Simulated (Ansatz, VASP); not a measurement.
## Two plane-wave programs on NaI

```xyz
2
Lattice="0.0000 3.2364 3.2364 3.2364 0.0000 3.2364 3.2364 3.2364 0.0000" Properties=species:S:1:pos:R:3 pbc="T T T"
Na    0.0000    0.0000    0.0000
I     3.2364    3.3614    3.2364
```

Change from the starting cell: all I atoms moved +0.125 Å, as atom 2 along Cartesian [0 1 0].

Alike in both runs: task single point; functional r2SCAN; k mesh 6 × 6 × 6; occupations gaussian, width 0.05 eV; no spin polarisation.

|  | VASP | Ansatz |
| --- | --- | --- |
| version | VASP 6.6.1 | Ansatz 0.2.0 |
| potentials or method | VASP PAW PBE potentials, release 64 (Na_pv, I), cutoff 520 eV | scalar-relativistic, plane waves, PAW |
| valence electrons in the cell | 14 | 26 |

Ansatz gave:

* gap on the k mesh at the Fermi level (eV): 4.43
* least direct gap on the mesh (eV): 4.43
* pressure (GPa): 0.0
* traceless stress, the component that is largest in VASP (GPa): 0.20
* rms of the force components (eV/Å): 0.072

Q: What did VASP give for the same quantities?

A: gap on the k mesh at the Fermi level (eV): 4.44; least direct gap on the mesh (eV): 4.44; pressure (GPa): -0.1; traceless stress, the component that is largest in VASP (GPa): 0.21; rms of the force components (eV/Å): 0.072.

VASP's potentials were made for PBE, not for r2SCAN. Atom by atom the forces differ by 0.000 eV/Å (rms over components). The functional is the same, so the differences come from potentials, cutoffs and numerics. VASP's potentials hold 14 valence electrons a cell and Ansatz's 26, so a difference there can come from the potentials and not from the codes.

Neither program's run includes spin-orbit coupling.
